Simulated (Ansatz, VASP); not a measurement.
**Hf in VASP and in Ansatz**

```xyz
1
Lattice="-1.6805 1.6805 1.6805 1.6805 -1.6805 1.6805 1.6805 1.6805 -1.6805" Properties=species:S:1:pos:R:3 pbc="T T T"
Hf    0.0000    0.0000    0.0000
```

Change from the starting cell: volume scaled by 0.85, LAPW.

Alike in both runs: task single point; functional PBE; k mesh 17 × 17 × 17; occupations fermi-dirac, width 0.08 eV; no spin polarisation.

```csv
,VASP,Ansatz
version,VASP 6.6.1,Ansatz 0.2.0
potentials or method,"VASP PAW PBE potentials, release 64 (Hf_pv), cutoff 520 eV","all-electron LAPW, scalar-relativistic"
```

Ansatz gave:

```
pressure (GPa) : 20.8
```

Q: What did VASP give for the same quantities?

A: Pressure (GPa): 20.5.

Ansatz ran all-electron here, and VASP with PAW potentials.

Spin-orbit coupling is off throughout.
